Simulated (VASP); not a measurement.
Ag2Au:

```
Ag Au
1.0
     5.06498    0.00000    0.00000
     0.00000    5.06498    0.00000
     0.00000    0.00000    5.06498
Ag Au
4 2
Direct
  0.25000 0.25000 0.25000
  0.25000 0.75000 0.75000
  0.75000 0.75000 0.25000
  0.75000 0.25000 0.75000
  0.00000 0.00000 0.00000
  0.50000 0.50000 0.50000
```

| Quantity | Value |
| --- | --- |
| Program | VASP 6.6.1 |
| Task | relaxation of cell and atoms |
| Functional | PBE |
| Potentials or basis | VASP PAW PBE potentials, release 64 (Ag, Au) |
| Cutoff | 600 eV |
| k mesh | 4 × 4 × 4 |
| Occupations | gaussian, width 0.1 eV |
| Spin | no spin polarisation |

At the start: pressure 53.5 GPa; volume 21.66 Å³/atom.

How do energy, volume and symmetry change on relaxing?

Over 5 steps the energy falls by 1436.7 meV/atom and the volume is 36.16 Å³/atom (+67.0 %); space group Pn-3m (No. 224, to 0.05 Å).

Step by step:
| step | energy change (eV) | largest force (eV/Å) | pressure (GPa) | volume (Å³) |
| --- | --- | --- | --- | --- |
| 1 | 0.0000 | 0.0000 | 53.50 | 129.94 |
| 2 | -6.7484 | 0.0000 | -3.87 | 318.91 |
| 3 | -8.1832 | 0.0000 | 0.45 | 213.31 |
| 4 | -8.6174 | 0.0000 | -0.34 | 219.93 |
| 5 | -8.6202 | 0.0000 | 0.03 | 216.98 |

Final structure:
```yaml
crystal:
  lattice:
    - [6.00905, 0.00000, 0.00000]
    - [0.00000, 6.00905, 0.00000]
    - [0.00000, 0.00000, 6.00905]
  atoms:
    - { symbol: Ag, position: [0.25000, 0.25000, 0.25000] }
    - { symbol: Ag, position: [0.25000, 0.75000, 0.75000] }
    - { symbol: Ag, position: [0.75000, 0.75000, 0.25000] }
    - { symbol: Ag, position: [0.75000, 0.25000, 0.75000] }
    - { symbol: Au, position: [0.00000, 0.00000, 0.00000] }
    - { symbol: Au, position: [0.50000, 0.50000, 0.50000] }
```

Caveat: the volume moved by over 15 % at a fixed basis, so the end points are rough.
